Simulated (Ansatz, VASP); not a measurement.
**W: VASP beside Ansatz**

```xyz
1
Lattice="2.6376 0.0000 0.0000 0.0000 2.6376 0.0000 0.0000 0.0000 2.6376" Properties=species:S:1:pos:R:3 pbc="T T T"
W     0.0000    0.0000    0.0000
```

Alike in both runs: functional PBE; k mesh 16 × 16 × 16; occupations fermi-dirac, width 0.1 eV; no spin polarisation.

Ansatz relaxed the structure, and its values are those at the end. VASP's run is a single point on that final structure, the one shown.

|  | VASP | Ansatz |
| --- | --- | --- |
| version | VASP 6.6.1 | Ansatz 0.2.0 |
| potentials or method | VASP PAW PBE potentials, release 64 (W_sv) | PAW with Ansatz's default frozen-core files, scalar-relativistic |
| plane-wave cutoff (eV) | 520 | 420 |
| valence electrons in the cell | 14 | 14 |

VASP gave:

* pressure (GPa): 0.5

Which values does Ansatz return?

Pressure (GPa): 0.0.

With one functional, cell and mesh, what is left measures potentials, basis and numerics.

Neither program's run includes spin-orbit coupling.
